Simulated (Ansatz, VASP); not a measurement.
# W: VASP beside Ansatz

```
W
1.0
    -1.56747    1.56747    1.56747
     1.56747   -1.56747    1.56747
     1.56747    1.56747   -1.56747
W
1
Cartesian
  0.0000 0.0000 0.0000
```

Alike in both runs: functional LDA; k mesh 16 × 16 × 16; occupations gaussian, width 0.1 eV; no spin polarisation.

Ansatz relaxed the structure, and its values are those at the end. VASP's run is a single point on that final structure, the one shown.

```csv
,VASP,Ansatz
version,VASP 6.6.1,Ansatz 0.2.0
potentials or method,"VASP PAW LDA potentials, release 64 (W_sv), cutoff 520 eV","scalar-relativistic, plane waves, PAW"
valence electrons in the cell,14,14
```

|  | VASP | Ansatz | Ansatz less VASP |
| --- | --- | --- | --- |
| gap on the k mesh at the Fermi level (eV) | none | none | - |
| pressure (GPa) | 1.9 | 0.0 | -1.92 |

Ansatz warns that its potentials were made for another functional, while VASP's fit it. LDA's correlation is that of Perdew and Zunger in VASP and of Perdew and Wang (1992) in Ansatz. A gap of «none» marks a metal or a gap that the smearing closes.

Neither program's run includes spin-orbit coupling.
